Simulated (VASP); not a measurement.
# V in VASP: settings compared, part 2 of 2

VASP 6.6.1.

## Step 3: Single point, PBE, collinear spin, ferromagnetic start

This run uses another cell than the first one, of 15.02 Å³/atom.

File INCAR:

```
SYSTEM = V
PREC = Accurate
ENCUT = 520
EDIFF = 1E-7
ISMEAR = -1
SIGMA = 0.05
LREAL = .False.
LASPH = .True.
NELM = 150
ALGO = Normal
ISIF = 2
LWAVE = .False.
LCHARG = .True.
ISPIN = 2
MAGMOM = 2
LORBIT = 11
LMAXMIX = 4
GGA = PE
LELF = .True.
LVHAR = .True.
NBANDS = 16
```

File KPOINTS:

```
regular mesh
0
Gamma
  9 9 9
  0 0 0
```

File POSCAR:

```
V
1.0
   -1.5749240000      1.5749240000      1.5143500000
    1.5749240000     -1.5749240000      1.5143500000
    1.5749240000      1.5749240000     -1.5143500000
V
1
Direct
    0.0000000000      0.0000000000      0.0000000000
```

Potentials or basis: VASP PAW PBE potentials, release 64 (V_sv).

The run is started by

```sh
$ cat potpaw_PBE.64/V_sv/POTCAR > POTCAR
$ mpirun -np 1 vasp_std > vasp.out
```

OUTCAR:

```text
SYSTEM = V
   PREC = Accurate
   ENCUT = 520
   EDIFF = 1E-7
   ISMEAR = -1
   LREAL = .False.
   LASPH = .True.
   NELM = 150
   ISIF = 2
   ISPIN = 2
   LORBIT = 11
   GGA = PE

 ion  position               nearest neighbor table
   1  0.000  0.000  0.000-

  LATTYP: Found a body centered tetragonal cell.
 ALAT       =     3.1498480000
 C/A-ratio  =     0.9615384615

  Lattice vectors:

 A1 = (  -1.5749240000,   1.5749240000,   1.5143500000)
 A2 = (   1.5749240000,  -1.5749240000,   1.5143500000)
 A3 = (   1.5749240000,   1.5749240000,  -1.5143500000)

Analysis of symmetry for initial positions (statically):
=====================================================================
 Subroutine PRICEL returns:
 Original cell was already a primitive cell.

 Routine SETGRP: Setting up the symmetry group for a
 body centered tetragonal supercell.

 Subroutine GETGRP returns: Found 16 space group operations
 (whereof 16 operations were pure point group operations)
 out of a pool of 16 trial point group operations.

The static configuration has the point symmetry D_4h.

Analysis of symmetry for dynamics (positions and initial velocities):
[... 636 lines left out ...]

 spin component 2

 k-point     1 :       0.0000    0.0000    0.0000
  band No.  band energies     occupation
      1     -55.4523      1.00000
      2     -28.9060      1.00000
      3     -28.8989      1.00000
      4     -28.8989      1.00000
      5       2.0848      1.00000
      6       8.6131      0.02953
[... 435 lines left out ...]
      5       5.8618      1.00000
      6       7.6956      1.00000
[... 8 lines left out ...]
     15      34.3047      0.00000
     16      35.1970      0.00000

 [... further k-points ...]

------------------------ aborting loop because EDIFF is reached ----------------------------------------

  FORCE on cell =-STRESS in cart. coord.  units (eV):
  Direction    XX          YY          ZZ          XY          YZ          ZX
  --------------------------------------------------------------------------------------
  -------------------------------------------------------------------------------------
  Total       -1.5520637     -1.5520637     -1.3638489      0.0000000     -0.0000000     -0.0000000
  in kB     -165.5063476   -165.5063476   -145.4358189      0.0000000     -0.0000000     -0.0000000
  external PRESSURE =    -158.8161714 kB  Pullay stress =       0.0000000 kB

 VOLUME and BASIS-vectors are now :
 -----------------------------------------------------------------------------
  energy-cutoff  :      520.00
  volume of cell :       15.02
      direct lattice vectors                 reciprocal lattice vectors
    -1.574924000  1.574924000  1.514350000     0.000000000  0.317475637  0.330174662
     1.574924000 -1.574924000  1.514350000     0.317475637  0.000000000  0.330174662
     1.574924000  1.574924000 -1.514350000     0.317475637  0.317475637  0.000000000

 POSITION                                       TOTAL-FORCE (eV/Angst)
 -----------------------------------------------------------------------------------
      0.00000      0.00000      0.00000         0.000000      0.000000     -0.000000
 -----------------------------------------------------------------------------------
    total drift:                               -0.000000     -0.000000      0.000000

  FREE ENERGIE OF THE ION-ELECTRON SYSTEM (eV)
  ---------------------------------------------------
  free  energy   TOTEN  =        -8.9094445334 eV

  energy  without entropy=       -8.8911885099  energy(sigma->0) =       -8.90031652

 total charge

# of ion       s       p       d       tot
------------------------------------------
    1        2.311   6.188   2.981  11.480

 magnetization (x)

# of ion       s       p       d       tot
------------------------------------------
    1        0.000   0.000   0.000   0.000
```

OSZICAR:

```text
N       E                     dE             d eps       ncg     rms          rms(c)
DAV:   1     0.950422767072E+02    0.95042E+02   -0.64744E+03  4824   0.874E+02
DAV:   2    -0.832991172349E+01   -0.10337E+03   -0.99358E+02  5232   0.270E+02
DAV:   3    -0.991183220255E+01   -0.15819E+01   -0.15794E+01  5576   0.364E+01
DAV:   4    -0.991870899845E+01   -0.68768E-02   -0.68767E-02  5624   0.253E+00
DAV:   5    -0.991877501482E+01   -0.66016E-04   -0.66017E-04  5608   0.232E-01    0.174E+01
DAV:   6    -0.887345355111E+01    0.10453E+01   -0.21342E+00  4920   0.227E+01    0.223E+00
DAV:   7    -0.890788594931E+01   -0.34432E-01   -0.14618E-01  5144   0.325E+00    0.153E+00
DAV:   8    -0.890947179075E+01   -0.15858E-02   -0.71808E-03  5384   0.104E+00    0.834E-01
DAV:   9    -0.890844569799E+01    0.10261E-02   -0.17175E-03  5304   0.459E-01    0.169E-01
DAV:  10    -0.890905229356E+01   -0.60660E-03   -0.73612E-04  5184   0.274E-01    0.105E-01
DAV:  11    -0.890928588942E+01   -0.23360E-03   -0.20331E-04  5480   0.105E-01    0.554E-02
DAV:  12    -0.890939728983E+01   -0.11140E-03   -0.72098E-05  5456   0.521E-02    0.337E-02
DAV:  13    -0.890942042493E+01   -0.23135E-04   -0.77135E-06  5600   0.205E-02    0.225E-02
DAV:  14    -0.890944046937E+01   -0.20044E-04   -0.19132E-05  5408   0.243E-02    0.880E-03
DAV:  15    -0.890944374567E+01   -0.32763E-05   -0.32289E-06  5616   0.101E-02    0.316E-03
DAV:  16    -0.890944445317E+01   -0.70749E-06   -0.67818E-07  5408   0.479E-03    0.982E-04
DAV:  17    -0.890944453345E+01   -0.80279E-07   -0.29486E-08  2488   0.169E-03
   1 F= -.89094445E+01 E0= -.89003165E+01  d E =-.182560E-01  mag=     0.0001
```

stdout:

```text
POSCAR found type information on POSCAR V
 POSCAR found :  1 types and       1 ions
 scaLAPACK will be used
 LDA part: xc-table for (Slater+PW92), standard interpolation
 POSCAR, INCAR and KPOINTS ok, starting setup
 FFT: planning ... GRIDC
 FFT: planning ... GRID_SOFT
 FFT: planning ... GRID
 WAVECAR not read
 entering main loop
```

Run time: 21 s. Hardware: 1 thread of AMD EPYC 9R45 (Zen 5), shared host; peak memory 0.12 GiB.

Results:

```
Free energy                                           : -8.9094 eV
Pressure                                              : -15.9 GPa
Net moment                                            : 0.00 μB per cell
Valence electrons inside the program's atomic spheres : V 11.48
```

Caveat: the cell stands under tension.
